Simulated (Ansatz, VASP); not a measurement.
## Zn2W in VASP and in Ansatz

```xyz
6
Lattice="0.0000 3.4714 3.4714 3.4714 0.0000 3.4714 3.4714 3.4714 0.0000" Properties=species:S:1:pos:R:3 pbc="T T T"
Zn    4.3392    4.3392    4.3392
Zn    4.3392    2.6035    2.6035
Zn    2.6035    2.6035    4.3392
Zn    2.6035    4.3392    2.6035
W     0.0000    0.0000    0.0000
W     1.7357    1.7357    1.7357
```

Alike in both runs: functional PBE; k mesh 4 × 4 × 4; occupations gaussian, width 0.1 eV; no spin polarisation.

Ansatz relaxed the structure, and its values are those at the end. VASP's run is a single point on that final structure, the one shown.

|  | VASP | Ansatz |
| --- | --- | --- |
| version | VASP 6.6.1 | Ansatz 0.2.0 |
| potentials or method | VASP PAW PBE potentials, release 64 (Zn, W_sv), cutoff 520 eV | scalar-relativistic, plane waves, PAW |
| valence electrons in the cell | 76 | 76 |

|  | VASP | Ansatz | Ansatz less VASP |
| --- | --- | --- | --- |
| gap on the k mesh at the Fermi level (eV) | 0.70 | 0.70 | -0.001 |
| least direct gap on the mesh (eV) | 0.73 | 0.72 | -0.004 |
| pressure (GPa) | 0.6 | 0.0 | -0.61 |

Spin-orbit coupling is off throughout.
